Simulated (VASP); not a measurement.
A run of VASP 6.6.1:

Contents of INCAR:

```
PREC = Accurate ; ENCUT = 520
EDIFF = 1E-6 ; ISMEAR = -1
SIGMA = 0.02 ; LREAL = F
LASPH = T ; NELM = 120
ALGO = Normal ; ISIF = 2
LWAVE = F ; LCHARG = T
GGA = PE ; IVDW = 12
LELF = T ; LVHAR = T
NBANDS = 45 ; GGA_COMPAT = F
```

KPOINTS

```
regular mesh
0
Gamma
  1 1 1
```

POSCAR

```
H4C
1.0
    6.1881640000      0.0000000000      0.0000000000
    0.0000000000      6.1881640000      0.0000000000
    0.0000000000      0.0000000000      6.1881640000
C H
6 24
Direct
    0.5987236279      0.6858253918      0.4387246363
    0.5895932946      0.1333675061      0.7320264944
    1.0817748204      0.4991625949      0.5410328492
    0.1149614005      0.0786339858      0.2913141927
    0.3861727000      0.7072372355      0.9637592022
    0.9059553044      0.5240164934      0.0134935015
    0.6232381689      0.5348112946      0.3558729213
    0.7089825027      0.6748689918      0.5671633783
    0.4232596292      0.7073341948      0.5020067341
    0.6047512639      0.8432549622      0.3332167667
    0.7409790691      0.0040399705      0.7360179853
    0.4552885153      0.0617307492      0.6800724738
    0.6308494733      0.2644079892      0.6189881199
    0.5361040852      0.2278058565      0.8766089587
    1.0923433833      0.3457245154      0.6290072467
    1.1694906599      0.4780254693      0.3944465596
    1.1646911750      0.6170812538      0.6373942255
    0.9176712188      0.5468988863      0.5297694114
    0.1994129438      0.2164454594      0.2701770671
    0.2083978382     -0.0413046584      0.3622883944
    0.0195372973      0.0283121133      0.1247704489
   -0.0324813628      0.1262733179      0.3797087472
    0.2193057585      0.6925317429      0.9494415468
    0.4702364061      0.5666785819      0.8980046424
    0.4028658581      0.6805249505      1.1344075561
    0.4506829489      0.8686098171      0.9193518465
    0.8767705575      0.6408686001     -0.1120687816
    0.7901374301      0.3921195366     -0.0200382537
    0.9187862507      0.5870561931      0.1769345480
    1.0671016476      0.4142908947      0.0169355563
```

Potentials or basis: VASP PAW PBE potentials, release 64 (C, H).

Launch:

```bash
$ cat potpaw_PBE.64/C/POTCAR potpaw_PBE.64/H/POTCAR > POTCAR
$ mpirun -np 1 vasp_gam > vasp.out
```

Hardware: 1 thread of Intel(R) Xeon(R) Platinum 8488C (Sapphire Rapids), on a shared host.

Problem. How long does it take, and how much memory?

Solution. It took 32 s on 1 thread of Intel(R) Xeon(R) Platinum 8488C (Sapphire Rapids), on a shared host, peak memory 0.3 GiB. Counts: scf iterations 16, k points 1.
